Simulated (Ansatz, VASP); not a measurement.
# FeS2: VASP beside Ansatz

Contents of INCAR:

```
  PREC = Accurate
  ENCUT = 600
  EDIFF = 1E-6
  ISMEAR = -1
  SIGMA = 0.02
  LREAL = F
  LASPH = T
  NELM = 120
  ALGO = Normal
  ISIF = 2
  LWAVE = F
  LCHARG = F
  GGA = PE
  NBANDS = 52
  GGA_COMPAT = F
```

File KPOINTS:

```
Automatic mesh
0
Gamma
  6 6 6
```

The input POSCAR:

```
FeS2
1.0
    5.4030117461      0.0000000000      0.0000000000
    0.0000000000      5.4030117461      0.0000000000
    0.0000000000      0.0000000000      5.4030117461
Fe S
4 8
Direct
    0.0000000000      0.5000000000      0.5000000000
    0.5000000000      0.5000000000      0.0000000000
    0.5000000000      0.0000000000      0.5000000000
    0.0000000000      0.0000000000      0.0000000000
    0.3849931412      0.1150068588      0.8849931412
    0.1150068588      0.8849931412      0.3849931412
    0.8849931412      0.3849931412      0.1150068588
    0.6150068588      0.6150068588      0.6150068588
    0.3849931412      0.3849931412      0.3849931412
    0.1150068588      0.6150068588      0.8849931412
    0.8849931412      0.1150068588      0.6150068588
    0.6150068588      0.8849931412      0.1150068588
```

Input for Ansatz:

```yaml
crystal:
  lattice:
    - [5.4030117461, 0.0, 0.0]
    - [0.0, 5.4030117461, 0.0]
    - [0.0, 0.0, 5.4030117461]
  atoms:
    - { symbol: Fe, position: [0.0, 0.5, 0.5] }
    - { symbol: Fe, position: [0.5, 0.5, 0.0] }
    - { symbol: Fe, position: [0.5, 0.0, 0.5] }
    - { symbol: Fe, position: [0.0, 0.0, 0.0] }
    - { symbol: S, position: [0.3849931412, 0.1150068588, 0.8849931412] }
    - { symbol: S, position: [0.1150068588, 0.8849931412, 0.3849931412] }
    - { symbol: S, position: [0.8849931412, 0.3849931412, 0.1150068588] }
    - { symbol: S, position: [0.6150068588, 0.6150068588, 0.6150068588] }
    - { symbol: S, position: [0.3849931412, 0.3849931412, 0.3849931412] }
    - { symbol: S, position: [0.1150068588, 0.6150068588, 0.8849931412] }
    - { symbol: S, position: [0.8849931412, 0.1150068588, 0.6150068588] }
    - { symbol: S, position: [0.6150068588, 0.8849931412, 0.1150068588] }
kpoints:
  mp_grid: { grid: [6, 6, 6] }
  band_path:
    path:
      - [[0.0, 0.0, 0.0], [-5.666654742981e-50, 0.5, 0.0], [0.5, 0.5, 0.0], [0.0, 0.0, 0.0], [0.5, 0.5, 0.5], [-5.666654742981e-50, 0.5, 0.0]]
      - [[0.5, 0.5, 0.5], [0.5, 0.5, 0.0], [0.5, -8.540065014164e-34, 0.0]]
    npoints: 10
hamiltonian:
  xc: pbe
scf:
  occupations: { method: fermi_dirac, width: 0.02 }
  n_extra_bands: 7
output:
  forces: true
  stress: true
  eigenvalues: true
```

Alike in both runs: task single point; functional PBE; k mesh 6 × 6 × 6; occupations fermi-dirac, width 0.02 eV; no spin polarisation.

|  | VASP | Ansatz |
| --- | --- | --- |
| version | VASP 6.6.1 | Ansatz 0.2.0 |
| potentials or method | VASP PAW PBE potentials, release 64 (Fe, S) | plane waves, PAW |
| plane-wave cutoff (eV) | 600 | 420 |
| valence electrons in the cell | 80 | 112 |

VASP gave:

* pressure (GPa): 0.4
* rms of the force components (eV/Å): 0.132

Q: Which values does Ansatz return?

A: Pressure (GPa): 0.4; rms of the force components (eV/Å): 0.178.

Atom by atom the forces differ by 0.046 eV/Å (rms over components). The functional is the same, so the differences come from potentials, cutoffs and numerics. VASP's potentials hold 80 valence electrons a cell and Ansatz's 112, so a difference there can come from the potentials and not from the codes.
